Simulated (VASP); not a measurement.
# MnSi (CsCl type): single point with LDA

Crystal: MnSi (CsCl type).

```xyz
2
Lattice="2.4862 0.0000 0.0000 0.0000 2.4862 0.0000 0.0000 0.0000 2.4862" Properties=species:S:1:pos:R:3 pbc="T T T"
Mn    0.0000    0.0000    0.0000
Si    1.2431    1.2431    1.2431
```

```yaml
Program: VASP 6.6.1
Task: single point
Functional: LDA
Potentials_or_basis: VASP PAW LDA potentials, release 64 (Mn_pv, Si)
Cutoff: 520 eV
k_mesh: 16 × 16 × 16
Occupations: fermi-dirac, width 0.1 eV
Spin: collinear spin, ferromagnetic start
Starting_moments: "[3.0, 0.0] μB"
```

* Pressure: 152.6 GPa
* Net moment: 0.00 μB per cell
* Valence electrons inside the program's atomic spheres: Mn 13.17; Si 1.97

Levels at points of the mesh, in eV from the Fermi level:
Spin up:
| k point | band 7 | band 8 | band 9 | band 10 | band 11 | band 12 |
| --- | --- | --- | --- | --- | --- | --- |
| (0.00, 0.00, 0.00) | 0.63 | 0.63 | 0.63 | 5.95 | 5.95 | 5.95 |
| (0.50, 0.00, 0.00) | -2.01 | -2.01 | 1.03 | 2.91 | 6.90 | 12.69 |
| (0.50, 0.50, 0.00) | -4.19 | -1.30 | -1.30 | 2.26 | 6.44 | 6.81 |
| (0.50, 0.50, 0.50) | 1.80 | 2.37 | 2.37 | 3.41 | 3.41 | 3.41 |
Spin down:
```csv
k point,band 5,band 6,band 7,band 8,band 9,band 10,band 11,band 12,band 13,band 14
"(0.00, 0.00, 0.00)",-4.85,-4.85,0.63,0.63,0.63,5.95,5.95,5.95,11.03,11.03
"(0.50, 0.00, 0.00)",-9.63,-3.17,-2.01,-2.01,1.03,2.91,6.90,12.69,12.69,13.98
"(0.50, 0.50, 0.00)",-4.70,-4.70,-4.19,-1.30,-1.30,2.26,6.44,6.81,12.16,17.56
"(0.50, 0.50, 0.50)",-7.36,-7.36,1.80,2.37,2.37,3.41,3.41,3.41,8.66,8.66
```

Run time: 32 s on 1 thread of Intel(R) Xeon(R) 6975P-C (Granite Rapids) (shared host), peak memory 0.18 GiB.

Caveat: the starting moments collapsed, and a magnetic state may lie lower.
